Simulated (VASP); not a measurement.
Set up this calculation in VASP 6.6.1, as the native input.

| Property | Result |
| --- | --- |
| Task | relaxation of cell and atoms |
| Functional | PBE |
| Potentials or basis | VASP PAW PBE potentials, release 64 (C) |
| Cutoff | 600 eV |
| k mesh | 12 × 12 × 8 |
| Occupations | gaussian, width 0.01 eV |
| Spin | no spin polarisation |
| Dipole correction | no |
| Further INCAR settings | ALGO = Normal; EDIFF = 1e-07; IBRION = 2; EDIFFG = -0.002; NSW = 80; ISIF = 3 |

The structure of C lies in POSCAR:

```
C
1.0
    2.5100000000      0.0000000000      0.0000000000
   -1.2550000000      2.1737237635      0.0000000000
    0.0000000000      0.0000000000      4.1600000000
C
4
Direct
    0.3333333333      0.6666666667      0.0625000000
    0.6666666667      0.3333333333      0.5625000000
    0.6666666667      0.3333333333      0.9375000000
    0.3333333333      0.6666666667      0.4375000000
```

One way to write it, as run:

INCAR

```
  ALGO = Normal
  EDIFF = 1E-7
  EDIFFG = -0.002
  ENCUT = 600
  GGA = PE
  IBRION = 2
  ISIF = 3
  ISMEAR = 0
  LASPH = T
  LCHARG = F
  LREAL = F
  LWAVE = F
  NELM = 80
  NSW = 80
  PREC = Accurate
  SIGMA = 0.01
```

KPOINTS

```
k-points
0
Gamma
  12 12 8
```

Potentials or basis: VASP PAW PBE potentials, release 64 (C).

Launch:

```console
$ cat potpaw_PBE.64/C/POTCAR > POTCAR
$ mpirun -np 1 vasp_std > vasp.out
```

It gave:

```
Relaxed volume                         : 5.71 Å³/atom
Relaxed cell                           : a = 2.512 Å, b = 2.512 Å, c = 4.180 Å, α = 90.00°, β = 90.00°, γ = 120.00°
Space group after relaxing (to 0.05 Å) : P6_3/mmc (No. 194)
Energy gained by relaxing              : 0.6 meV/atom
Ionic steps                            : 8
Pressure after relaxing                : 0.0 GPa
Band gap on the k mesh                 : 3.34 eV, indirect (least direct gap 4.96 eV)
```

Wall time 41 s on 1 thread of Intel(R) Xeon(R) 6975P-C (Granite Rapids) (shared host), peak memory 0.15 GiB.
